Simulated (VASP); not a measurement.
MgO, 2 atoms in the cell. It takes space group Fm-3m (No. 225, cubic). The conventional cell has a = 4.296 Å, b = 4.296 Å, c = 4.296 Å, α = 90.00°, β = 90.00°, γ = 90.00°. Mg (site symmetry m-3m) has 6 O at 2.15 Å within 2.8 Å. O (site symmetry m-3m) has 6 Mg at 2.15 Å within 2.8 Å.  This cell differs from its parent crystal: volume scaled by 1.03.

| Quantity | Value |
| --- | --- |
| Program | VASP 6.6.1 |
| Task | single point |
| Functional | PBE |
| Potentials or basis | VASP PAW PBE potentials, release 64 (Mg, O) |
| Cutoff | 520 eV |
| k mesh | 10 × 10 × 10 |
| Occupations | gaussian, width 0.02 eV |
| Spin | no spin polarisation |
| Dipole correction | no |
| Further INCAR settings | ALGO = Normal; EDIFF = 1e-06; NBANDS = 11 |

Potentials or basis: VASP PAW PBE potentials, release 64 (Mg, O).

Launch:

```bash
$ cat potpaw_PBE.64/Mg/POTCAR potpaw_PBE.64/O/POTCAR > POTCAR
$ mpirun -np 1 vasp_std > vasp.out
```

Hardware: 1 thread of Intel(R) Xeon(R) 6975P-C (Granite Rapids), with other jobs on the host.

Problem. Estimate the wall time of this run.

Solution. It took 3.6 s on 1 thread of Intel(R) Xeon(R) 6975P-C (Granite Rapids) (shared host), peak memory 0.14 GiB. Counts: scf iterations 12, k points 47.
